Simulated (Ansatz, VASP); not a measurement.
InP2N3 in VASP and in Ansatz

Contents of INCAR:

```
SYSTEM = InP2N3
PREC     = Accurate       ! precision mode
ENCUT    = 520            ! plane-wave cutoff, eV
EDIFF    = 1E-6           ! SCF threshold, eV
ISMEAR   = 0              ! smearing method
SIGMA    = 0.1            ! smearing width, eV
LREAL    = .False.        ! projectors in reciprocal space
LASPH    = .True.         ! aspherical terms in the spheres
NELM     = 150            ! most SCF steps
ALGO     = Normal         ! electronic algorithm
ISIF     = 2              ! what is computed and relaxed
LWAVE    = .False.        ! write WAVECAR
LCHARG   = .False.        ! write CHGCAR
ISPIN    = 2              ! spin polarisation
MAGMOM   = 0 0 0 1 1 1    ! initial moments
LORBIT   = 11             ! projections on sites
GGA      = PE             ! functional
NBANDS   = 32             ! bands
```

KPOINTS

```
Automatic mesh
0
Gamma
  6 6 6
  0 0 0
```

POSCAR

```
InP2N3
1.0
    5.5825590600      0.0000000000      0.0000000000
   -2.7912795300      4.8346379700      0.0000000000
    0.0000000000      0.0000000000      3.4932611600
In P N
1 2 3
Direct
    0.0000000000      0.0000000000      0.0000000000
    0.3333333300      0.6666666700      0.0000000000
    0.6666666700      0.3333333300      0.0000000000
    0.5000000000      0.0000000000      0.5000000000
    0.5000000000      0.5000000000      0.5000000000
    0.0000000000      0.5000000000      0.5000000000
```

Input for Ansatz:

```yaml
crystal:
  lattice:
    - [5.58255906, 0.0, 0.0]
    - [-2.79127953, 4.83463797, 0.0]
    - [0.0, 0.0, 3.49326116]
  atoms:
    - { symbol: In, position: [0.0, 0.0, 0.0] }
    - { symbol: P, position: [0.33333333, 0.66666667, 0.0] }
    - { symbol: P, position: [0.66666667, 0.33333333, 0.0] }
    - { symbol: "N", position: [0.5, 0.0, 0.5], spin: 1.0 }
    - { symbol: "N", position: [0.5, 0.5, 0.5], spin: 1.0 }
    - { symbol: "N", position: [0.0, 0.5, 0.5], spin: 1.0 }
basis:
  ecutwfc: 420
kpoints:
  mp_grid: { grid: [6, 6, 6] }
hamiltonian:
  xc: pbe
scf:
  occupations: { method: gaussian, width: 0.1 }
  lower_state_search: "off"
output:
  forces: true
  stress: true
  eigenvalues: true
  populations: true
magnetization:
  spin_polarized: true
```

Change from the starting cell: species swapped into the ZrCo3B2 type (P6/mmm, No. 191).

Alike in both runs: task single point; functional PBE; k mesh 6 × 6 × 6; occupations gaussian, width 0.1 eV; collinear spin.

```csv
,VASP,Ansatz
version,VASP 6.6.1,Ansatz 0.2.0
potentials or method,"VASP PAW PBE potentials, release 64 (In_d, P, N), cutoff 520 eV","scalar-relativistic, plane waves, PAW"
valence electrons in the cell,38,38
```

|  | VASP | Ansatz | Ansatz less VASP |
| --- | --- | --- | --- |
| gap on the k mesh at the Fermi level (eV) | none | none | - |
| pressure (GPa) | -16.8 | -16.8 | +0.05 |
| traceless stress, the component that is largest in VASP (GPa) | -20.91 | -20.98 | -0.066 |
| net moment per atom (μB) | 0.30 | 0.30 | -0.001 |
| size of the moment on the site where the two differ most (μB) | 0.51 | 0.64 | +0.123 |

Site moments also hang on the region over which each program counts them. A gap of «none» marks a metal or a gap that the smearing closes.
